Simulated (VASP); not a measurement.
# GeCN2 (R-3m) in VASP: further runs

The runs below take GeCN2 through single point, with r2SCAN.

Everything below comes from runs of VASP 6.6.1. Logs are shortened: lines on timing, memory, paths and dates and some standing lists are left out, and cuts for length are marked.

### 1 The cell of the first run

The structure is trigonal, space group R-3m (No. 166). Conventional cell: a = 3.514 Å, b = 3.514 Å, c = 14.464 Å, α = 90.00°, β = 90.00°, γ = 120.00°. Within 3.1 Å of Ge (site symmetry -3m) lie 6 N at 2.36 Å. Within 1.6 Å of N (site symmetry 3m) lie 1 C at 1.21 Å. Within 1.6 Å of C (site symmetry -3m) lie 2 N at 1.21 Å.

### 2 Single point, r2SCAN

POSCAR reads:

```
GeCN2
1.0
    1.7571721281      1.0145038012      4.8214809130
   -1.7571721281      1.0145038012      4.8214809130
    0.0000000000     -2.0290076023      4.8214809130
Ge N C
1 2 1
Direct
    0.0000000000      0.0000000000      0.0000000000
    0.5839044000      0.5839044000      0.5839044000
    0.4160956000      0.4160956000      0.4160956000
    0.5000000000      0.5000000000      0.5000000000
```

INCAR.step1 reads:

```
SYSTEM = GeCN2
ALGO = Normal ; EDIFF = 1E-4
ENCUT = 520 ; GGA = PE
ISMEAR = -1 ; LASPH = .TRUE.
LCHARG = .FALSE. ; LREAL = .FALSE.
LWAVE = .TRUE. ; NBANDS = 22
NELM = 60 ; PREC = Accurate
SIGMA = 0.05
```

INCAR.step2 reads:

```
SYSTEM = GeCN2
ALGO = Normal ; EDIFF = 1E-6
ENCUT = 520 ; ISIF = 2
ISMEAR = -1 ; ISTART = 1
LASPH = .TRUE. ; LCHARG = .TRUE.
LELF = .TRUE. ; LMIXTAU = .TRUE.
LREAL = .FALSE. ; LVHAR = .TRUE.
LWAVE = .FALSE. ; METAGGA = R2SCAN
NBANDS = 22 ; NELM = 60
PREC = Accurate ; SIGMA = 0.05
```

KPOINTS reads:

```
k-points
0
G
  9 9 9
  0 0 0
```

Potentials or basis: VASP PAW PBE potentials, release 64 (Ge_d, N, C).

Run with:

```sh
cat potpaw_PBE.64/Ge_d/POTCAR potpaw_PBE.64/N/POTCAR potpaw_PBE.64/C/POTCAR > POTCAR
cp INCAR.step1 INCAR
mpirun -np 1 vasp_std > vasp.out
cp INCAR.step2 INCAR
mpirun -np 1 vasp_std > vasp.out
```

OUTCAR:

```text
SYSTEM = GeCN2
   EDIFF = 1E-6
   ENCUT = 520
   ISIF = 2
   ISMEAR = -1
   ISTART = 1
   LASPH = .TRUE.
   LREAL = .FALSE.
   METAGGA = R2SCAN
   NELM = 60
   PREC = Accurate

 ion  position               nearest neighbor table
   1  0.000  0.000  0.000-
   2  0.584  0.584  0.584-   4 1.21
   3  0.416  0.416  0.416-   4 1.21
   4  0.500  0.500  0.500-   2 1.21   3 1.21

  LATTYP: Found a trigonal (rhomboedric) cell.
 ALAT       =     5.2310180696
 COS(alpha) =     0.7743235887

  Lattice vectors:

 A1 = (   1.7571721281,   1.0145038012,   4.8214809130)
 A2 = (  -1.7571721281,   1.0145038012,   4.8214809130)
 A3 = (   0.0000000000,  -2.0290076023,   4.8214809130)

Analysis of symmetry for initial positions (statically):
=====================================================================
 Subroutine PRICEL returns:
 Original cell was already a primitive cell.

 Routine SETGRP: Setting up the symmetry group for a
 trigonal (rhombohedral) supercell.

 Subroutine GETGRP returns: Found 12 space group operations
 (whereof 12 operations were pure point group operations)
 out of a pool of 12 trial point group operations.

The static configuration has the point symmetry D_3d.

Analysis of symmetry for dynamics (positions and initial velocities):
=====================================================================
 Subroutine PRICEL returns:
 Original cell was already a primitive cell.

 Routine SETGRP: Setting up the symmetry group for a
 trigonal (rhombohedral) supercell.

 Subroutine GETGRP returns: Found 12 space group operations
 (whereof 12 operations were pure point group operations)
 out of a pool of 12 trial point group operations.

The dynamic configuration has the point symmetry D_3d.

 Subroutine INISYM returns: Found 12 space group operations
 (whereof 12 operations are pure point group operations),
 and found     1 'primitive' translations

----------------------------------------------------------------------------------------

                                     Primitive cell

  volume of cell :      51.5703

  direct lattice vectors                    reciprocal lattice vectors
     1.757172128  1.014503801  4.821480913     0.284548105  0.164283925  0.069135052
    -1.757172128  1.014503801  4.821480913    -0.284548105  0.164283925  0.069135052
     0.000000000 -2.029007602  4.821480913     0.000000000 -0.328567851  0.069135052

  length of vectors
     5.231018070  5.231018070  5.231018070     0.335762547  0.335762547  0.335762547

  position of ions in fractional coordinates (direct lattice)
     0.000000000  0.000000000  0.000000000
     0.583904400  0.583904400  0.583904400
     0.416095600  0.416095600  0.416095600
     0.500000000  0.500000000  0.500000000

  ion indices of the primitive-cell ions
   primitive index   ion index
                 1           1
                 2           2
                 3           3
                 4           4

----------------------------------------------------------------------------------------

 KPOINTS: k-points

Automatic generation of k-mesh.
 Grid dimensions read from file:
 generate k-points for:    9    9    9

 Generating k-lattice:

  Cartesian coordinates                     Fractional coordinates (reciprocal lattice)
     0.031616456  0.018253769  0.007681672     0.111111111 -0.000000000 -0.000000000
    -0.031616456  0.018253769  0.007681672    -0.000000000  0.111111111 -0.000000000
     0.000000000 -0.036507539  0.007681672    -0.000000000 -0.000000000  0.111111111

  Length of vectors
     0.037306950  0.037306950  0.037306950

  Shift w.r.t. Gamma in fractional coordinates (k-lattice)
     0.000000000  0.000000000  0.000000000

 Subroutine IBZKPT returns following result:
 ===========================================

 Found     85 irreducible k-points:

 Following reciprocal coordinates:
            Coordinates               Weight
  0.000000  0.000000  0.000000      1.000000
  0.111111 -0.000000 -0.000000      6.000000
  0.222222 -0.000000 -0.000000      6.000000
  0.333333 -0.000000 -0.000000      6.000000
  0.444444 -0.000000 -0.000000      6.000000
  0.111111  0.111111 -0.000000      6.000000
[... 16 lines left out ...]
 -0.333333  0.333333  0.000000      6.000000
  0.444444  0.444444 -0.000000      6.000000
 [... further k-points ...]
   k-points           NKPTS =     85   k-points in BZ     NKDIM =     85   number of bands    NBANDS=     22
   number of dos      NEDOS =    301   number of ions     NIONS =      4
   total plane-waves  NPLWV =  64000
   dimension x,y,z NGX =    40 NGY =   40 NGZ =   40
   dimension x,y,z NGXF=    80 NGYF=   80 NGZF=   80
   ions per type =               1   2   1
   NGX,Y,Z   is equivalent  to a cutoff of  12.71, 12.71, 12.71 a.u.
   NGXF,Y,Z  is equivalent  to a cutoff of  25.42, 25.42, 25.42 a.u.
 SYSTEM =  GeCN2
   PREC   = accura    normal or accurate (medium, high low for compatibility)
   ISTART =      1    job   : 0-new  1-cont  2-samecut
   ICHARG =      0    charge: 1-file 2-atom 10-const
   ISPIN  =      1    spin polarized calculation?
   LNONCOLLINEAR =      F non collinear calculations
   LSORBIT =      F    spin-orbit coupling
   LASPH  =      T    aspherical Exc in radial PAW
   ENCUT  =  520.0 eV  38.22 Ry    6.18 a.u.   9.73  9.73  9.73*2*pi/ulx,y,z
   NELM   =     60;   NELMIN=  2; NELMDL=  0     # of ELM steps
   EDIFF  = 0.1E-05   stopping-criterion for ELM
   LREAL  =      F    real-space projection
   EDIFFG = 0.1E-04   stopping-criterion for IOM
   NSW    =      0    number of steps for IOM
   IBRION =     -1    ionic relax: 0-MD 1-quasi-New 2-CG
   NFREE  =      0    steps in history (QN), initial steepest desc. (CG)
   ISIF   =      2    stress and relaxation
   ISYM   =      2    0-nonsym 1-usesym 2-fastsym
   POTIM  = 0.5000    time-step for ionic-motion
   TEBEG  =    0.0;   TEEND  =   0.0 temperature during run
   PSTRESS=    0.0 pullay stress
   NELECT =      28.0000    total number of electrons
   NUPDOWN=      -1.0000    fix difference up-down
   EMIN   =  10.00;   EMAX   =-10.00  energy-range for DOS
   EFERMI =   0.00;   METHOD = LEGACY
   ISMEAR =    -1;   SIGMA  =   0.05  broadening in eV -4-tet -1-fermi 0-gaus
   EFERMI_NEDOS =   21; number of points for ismear=-14 and -15
   IALGO  =     38    algorithm
   IMIX   =      4    mixing-type and parameters
     AMIX     =   0.40;   BMIX     =  1.00
     AMIX_MAG =   1.60;   BMIX_MAG =  1.00
  volume/ion in A,a.u.               =      12.89        87.00
  Fermi-wavevector in a.u.,A,eV,Ry     =   1.335552  2.523828 24.268716  1.783700
  Thomas-Fermi vector in A             =   2.464248
   LORBIT       =      0    0 simple, 1 ext, 2 COOP (PROOUT), +10 PAW based schemes
   METAGGA = R2SCAN    functional components
   LHFCALC =     F    Hartree Fock is set to
   AEXX    =    0.0000 exact exchange contribution
   IVDW    =     0    specifies the selected vdW correction
   LEPSILON=     F    determine dielectric tensor
   LRPA    =     F    only Hartree local field effects (RPA)
 non-spin polarized calculation
  energy-cutoff  :      520.00
  volume of cell :       51.57
 maximum number of plane-waves:      1421
   NGX = 19   NGY = 19   NGZ = 19

 number of electron      28.0000000 magnetization

 Free energy of the ion-electron system (eV)
  ---------------------------------------------------
  ext. energy  EPLUGINS =         0.00000000
  ---------------------------------------------------
  free energy    TOTEN  =       -40.59910636 eV

  energy without entropy =      -40.59910591  energy(sigma->0) =      -40.59910614

 E-fermi :   4.7230     XC(G=0): -10.7693

 val. band max:        4.1512362699   @ k =  -0.4444  -0.4444   0.2222
 cond. band min:       5.2027230342   @ k =   0.4444   0.4444   0.4444
 fundamental gap:      1.0514867644
 Fermi energy:         4.7230361973

 k-point     1 :       0.0000    0.0000    0.0000
  band No.  band energies     occupation
      1     -21.4251      2.00000
      2     -21.4251      2.00000
      3     -21.4188      2.00000
      4     -21.4069      2.00000
      5     -21.4069      2.00000
      6     -16.9730      2.00000
[... 14 lines left out ...]
     21      14.9657      0.00000
     22      15.4055      0.00000

 k-point     2 :       0.1111   -0.0000   -0.0000
  band No.  band energies     occupation
      1     -21.4273      2.00000
      2     -21.4229      2.00000
      3     -21.4172      2.00000
      4     -21.4085      2.00000
      5     -21.4070      2.00000
      6     -16.9290      2.00000
[... 14 lines left out ...]
     21      13.9420      0.00000
     22      15.4352      0.00000

 k-point     3 :       0.2222   -0.0000   -0.0000
  band No.  band energies     occupation
      1     -21.4340      2.00000
      2     -21.4180      2.00000
      3     -21.4141      2.00000
      4     -21.4106      2.00000
      5     -21.4066      2.00000
      6     -16.8147      2.00000
[... 14 lines left out ...]
     21      12.7230      0.00000
     22      16.2538      0.00000

 k-point     4 :       0.3333   -0.0000   -0.0000
  band No.  band energies     occupation
      1     -21.4425      2.00000
      2     -21.4162      2.00000
      3     -21.4150      2.00000
      4     -21.4064      2.00000
      5     -21.4036      2.00000
      6     -16.6794      2.00000
[... 14 lines left out ...]
     21      13.1992      0.00000
     22      16.7727      0.00000

 k-point     5 :       0.4444   -0.0000   -0.0000
  band No.  band energies     occupation
      1     -21.4483      2.00000
      2     -21.4180      2.00000
      3     -21.4146      2.00000
      4     -21.4031      2.00000
      5     -21.4000      2.00000
      6     -16.5877      2.00000
[... 417 lines left out ...]
 k-point    22 :      -0.4444    0.3333    0.0000
  band No.  band energies     occupation
      1     -21.4419      2.00000
      2     -21.4232      2.00000
      3     -21.4132      2.00000
      4     -21.4061      2.00000
      5     -21.4022      2.00000
      6     -16.4952      2.00000
[... 14 lines left out ...]
     21      15.1719      0.00000
     22      16.0484      0.00000

 k-point    23 :      -0.3333    0.3333    0.0000
  band No.  band energies     occupation
      1     -21.4336      2.00000
      2     -21.4316      2.00000
      3     -21.4083      2.00000
      4     -21.4083      2.00000
      5     -21.4046      2.00000
      6     -16.4924      2.00000
[... 14 lines left out ...]
     21      14.7857      0.00000
     22      15.8109      0.00000

 k-point    24 :       0.4444    0.4444   -0.0000
  band No.  band energies     occupation
      1     -21.4512      2.00000
      2     -21.4186      2.00000
      3     -21.4144      2.00000
      4     -21.4029      2.00000
      5     -21.4000      2.00000
      6     -16.5102      2.00000
[... 14 lines left out ...]
     21      13.9990      0.00000
     22      17.0506      0.00000

 [... further k-points ...]

------------------------ aborting loop because EDIFF is reached ----------------------------------------

  FORCE on cell =-STRESS in cart. coord.  units (eV):
  Direction    XX          YY          ZZ          XY          YZ          ZX
  --------------------------------------------------------------------------------------
  -------------------------------------------------------------------------------------
  Total        0.4255516      0.4255516      4.9916888      0.0000000      0.0000000      0.0000000
  in kB       13.2209647     13.2209647    155.0809317      0.0000000      0.0000000      0.0000000
  external PRESSURE =      60.5076203 kB  Pullay stress =       0.0000000 kB

 VOLUME and BASIS-vectors are now :
 -----------------------------------------------------------------------------
  energy-cutoff  :      520.00
  volume of cell :       51.57
      direct lattice vectors                 reciprocal lattice vectors
     1.757172128  1.014503801  4.821480913     0.284548105  0.164283925  0.069135052
    -1.757172128  1.014503801  4.821480913    -0.284548105  0.164283925  0.069135052
     0.000000000 -2.029007602  4.821480913     0.000000000 -0.328567851  0.069135052

 POSITION                                       TOTAL-FORCE (eV/Angst)
 -----------------------------------------------------------------------------------
      0.00000      0.00000      0.00000         0.000000     -0.000000      0.000000
      0.00000      0.00000      8.44585         0.000000      0.000000      1.641585
      0.00000      0.00000      6.01859         0.000000     -0.000000     -1.641585
      0.00000      0.00000      7.23222        -0.000000      0.000000      0.000000
 -----------------------------------------------------------------------------------
    total drift:                               -0.000000      0.000000     -0.000000

  FREE ENERGIE OF THE ION-ELECTRON SYSTEM (eV)
  ---------------------------------------------------
  free  energy   TOTEN  =       -40.5991063641 eV

  energy  without entropy=      -40.5991059113  energy(sigma->0) =      -40.59910614
```

Run time: 4.5 min. Hardware: 1 thread of Intel Xeon 6975P-C (Granite Rapids), shared host; peak memory 0.32 GiB.

What came out:

```
Free energy            : -40.5991 eV
Pressure               : 6.1 GPa
Largest force          : 1.642 eV/Å
Band gap on the k mesh : 1.05 eV, indirect (least direct gap 1.85 eV)
```

Forces on the atoms (eV/Å):
```
Ge   0.000  0.000  0.000
N    0.000  0.000  1.642
N    0.000  0.000 -1.642
C    0.000  0.000  0.000
```

Stress tensor (GPa, compression positive):
```
 1.32  0.00  0.00
 0.00  1.32  0.00
 0.00  0.00 15.51
```

Levels at points of the mesh, in eV from the valence-band top:
```csv
k point,band 10,band 11,band 12,band 13,band 14,band 15,band 16,band 17,band 18,band 19
"(0.00, 0.00, 0.00)",-6.01,-6.01,-2.42,-2.42,-2.00,2.65,3.49,3.49,5.24,7.97
```

Caveat: the PAW data sets were made with another functional, which shifts forces and pressure a little. A k mesh can miss the band edges.

### 3 Single point, r2SCAN

This run uses another cell than the first one, of 13.17 Å³/atom, 1.021 times its volume.

POSCAR reads:

```
GeCN2
1.0
    1.7695469874      1.0216484295      4.8554361226
   -1.7695469874      1.0216484295      4.8554361226
    0.0000000000     -2.0432968590      4.8554361226
Ge N C
1 2 1
Direct
    0.0000000000      0.0000000000      0.0000000000
    0.5839044000      0.5839044000      0.5839044000
    0.4160956000      0.4160956000      0.4160956000
    0.5000000000      0.5000000000      0.5000000000
```

INCAR.step1 reads:

```
SYSTEM = GeCN2
  ALGO = Normal
  EDIFF = 1E-4
  ENCUT = 520
  GGA = PE
  ISMEAR = -1
  LASPH = .True.
  LCHARG = .False.
  LREAL = .False.
  LWAVE = .True.
  NBANDS = 22
  NELM = 80
  PREC = Accurate
  SIGMA = 0.05
```

INCAR.step2 reads:

```
SYSTEM = GeCN2
  ALGO = Normal
  EDIFF = 1E-6
  ENCUT = 520
  ISIF = 2
  ISMEAR = -1
  ISTART = 1
  LASPH = .True.
  LCHARG = .True.
  LELF = .True.
  LMIXTAU = .True.
  LREAL = .False.
  LVHAR = .True.
  LWAVE = .False.
  METAGGA = R2SCAN
  NBANDS = 22
  NELM = 80
  PREC = Accurate
  SIGMA = 0.05
```

KPOINTS reads:

```
k-points
0
Gamma
  9 9 9
  0 0 0
```

Potentials or basis: VASP PAW PBE potentials, release 64 (Ge_d, N, C).

Run with:

```sh
cat potpaw_PBE.64/Ge_d/POTCAR potpaw_PBE.64/N/POTCAR potpaw_PBE.64/C/POTCAR > POTCAR
cp INCAR.step1 INCAR
mpirun -np 1 vasp_std > vasp.out
cp INCAR.step2 INCAR
mpirun -np 1 vasp_std > vasp.out
```

OUTCAR:

```text
SYSTEM = GeCN2
   EDIFF = 1E-6
   ENCUT = 520
   ISIF = 2
   ISMEAR = -1
   ISTART = 1
   LASPH = .True.
   LREAL = .False.
   METAGGA = R2SCAN
   NELM = 80
   PREC = Accurate

 ion  position               nearest neighbor table
   1  0.000  0.000  0.000-
   2  0.584  0.584  0.584-   4 1.22
   3  0.416  0.416  0.416-   4 1.22
   4  0.500  0.500  0.500-   2 1.22   3 1.22

  LATTYP: Found a trigonal (rhomboedric) cell.
 ALAT       =     5.2678574387
 COS(alpha) =     0.7743235887

  Lattice vectors:

 A1 = (   1.7695469874,   1.0216484295,   4.8554361226)
 A2 = (  -1.7695469874,   1.0216484295,   4.8554361226)
 A3 = (   0.0000000000,  -2.0432968590,   4.8554361226)

Analysis of symmetry for initial positions (statically):
=====================================================================
 Subroutine PRICEL returns:
 Original cell was already a primitive cell.

 Routine SETGRP: Setting up the symmetry group for a
 trigonal (rhombohedral) supercell.

 Subroutine GETGRP returns: Found 12 space group operations
[... 164 lines left out ...]
  free energy    TOTEN  =       -40.63052444 eV

  energy without entropy =      -40.63052419  energy(sigma->0) =      -40.63052431

 E-fermi :   4.4886     XC(G=0): -10.6626

 val. band max:        3.8892697287   @ k =  -0.4444  -0.4444   0.2222
 cond. band min:       4.9992455465   @ k =   0.4444   0.4444   0.4444
 fundamental gap:      1.1099758177
 Fermi energy:         4.4885674991

 k-point     1 :       0.0000    0.0000    0.0000
  band No.  band energies     occupation
      1     -21.6623      2.00000
      2     -21.6623      2.00000
      3     -21.6566      2.00000
      4     -21.6456      2.00000
      5     -21.6456      2.00000
      6     -17.0034      2.00000
[... 589 lines left out ...]
     21      13.6428      0.00000
     22      16.6966      0.00000

 [... further k-points ...]

------------------------ aborting loop because EDIFF is reached ----------------------------------------

  FORCE on cell =-STRESS in cart. coord.  units (eV):
  Direction    XX          YY          ZZ          XY          YZ          ZX
  --------------------------------------------------------------------------------------
  -------------------------------------------------------------------------------------
  Total        0.0145324      0.0145324      2.6754322      0.0000000      0.0000000      0.0000000
  in kB        0.4420833      0.4420833     81.3882047      0.0000000      0.0000000      0.0000000
  external PRESSURE =      27.4241237 kB  Pullay stress =       0.0000000 kB

 VOLUME and BASIS-vectors are now :
 -----------------------------------------------------------------------------
  energy-cutoff  :      520.00
  volume of cell :       52.67
      direct lattice vectors                 reciprocal lattice vectors
     1.769546987  1.021648429  4.855436123     0.282558193  0.163135049  0.068651574
    -1.769546987  1.021648429  4.855436123    -0.282558193  0.163135049  0.068651574
     0.000000000 -2.043296859  4.855436123     0.000000000 -0.326270098  0.068651574

 POSITION                                       TOTAL-FORCE (eV/Angst)
 -----------------------------------------------------------------------------------
      0.00000      0.00000      0.00000        -0.000000      0.000000      0.000000
      0.00000      0.00000      8.50533        -0.000000      0.000000      0.951247
      0.00000      0.00000      6.06098        -0.000000      0.000000     -0.951247
      0.00000      0.00000      7.28315         0.000000     -0.000000     -0.000000
 -----------------------------------------------------------------------------------
    total drift:                               -0.000000      0.000000     -0.000000

  FREE ENERGIE OF THE ION-ELECTRON SYSTEM (eV)
  ---------------------------------------------------
  free  energy   TOTEN  =       -40.6305244425 eV

  energy  without entropy=      -40.6305241859  energy(sigma->0) =      -40.63052431
```

It took 4.4 min on 1 thread of Intel Xeon 6975P-C (Granite Rapids), shared host; peak memory 0.31 GiB.

Results:

| Property | Result |
| --- | --- |
| Free energy | -40.6305 eV |
| Pressure | 2.7 GPa |
| Largest force | 0.951 eV/Å |
| Band gap on the k mesh | 1.11 eV, indirect (least direct gap 1.95 eV) |

Forces in eV/Å, atoms in the order of the input:
```
Ge   0.000  0.000  0.000
N    0.000  0.000  0.951
N    0.000  0.000 -0.951
C    0.000  0.000  0.000
```

Caveat: the PAW data sets were made with another functional, which shifts forces and pressure a little.

(Continued in part 2 of 2.)
